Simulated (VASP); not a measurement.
Runs of VASP 6.6.1 on BN. The structure is that of space group F-43m (No. 216), or close to it. The cells are those of the table. 

```tsv
level	cell	k mesh	smearing	grid for exact exchange (PRECFOCK)	share of exact exchange	screening parameter	gap on the mesh (eV)	pressure (GPa)	largest force (eV/Å)
HSE06	a = 2.553, b = 2.553, c = 2.586 Å, angles 59.6, 59.6, 59.1°, 2 atoms	8 × 8 × 8	gaussian 0.01 eV	Normal	0.25	0.2079 1/Å	5.68	(b)	0.02
PBE	a = 2.553, b = 2.553, c = 2.586 Å, angles 59.6, 59.6, 59.1°, 2 atoms	12 × 12 × 12	fermi-dirac 0.02 eV	-	-	-	(a)	5.3	0.03
r2SCAN	a = 2.578 Å, angles 60.0°, 2 atoms	12 × 12 × 12	gaussian 0.01 eV	-	-	-	4.94	(d)	-
HSE06	a = 2.578 Å, angles 60.0°, 2 atoms	8 × 8 × 8	gaussian 0.01 eV	Normal	0.25	0.2079 1/Å	(c)	-15.2	-
r2SCAN	a = 2.553, b = 2.553, c = 2.586 Å, angles 59.6, 59.6, 59.1°, 2 atoms	12 × 12 × 12	gaussian 0.01 eV	-	-	-	4.87	1.5	0.01
PBE	a = 2.578 Å, angles 60.0°, 2 atoms	12 × 12 × 12	fermi-dirac 0.02 eV	-	-	-	4.43	-6.3	-
```

Alike in all rows: task single point; potentials or basis VASP PAW PBE potentials, release 64 (B, N); no spin polarisation; cutoff (eV) 520.

Task: Estimate the missing entries.

Result: (a) 4.36; (b) -3.6; (c) 5.74; (d) -10.3.

Caveats: the cell stands under tension (at least some runs); the PAW data sets were made with another functional, which shifts forces and pressure a little (at least some runs); the cell stands under pressure (at least some runs).

A k mesh can miss the band edges.
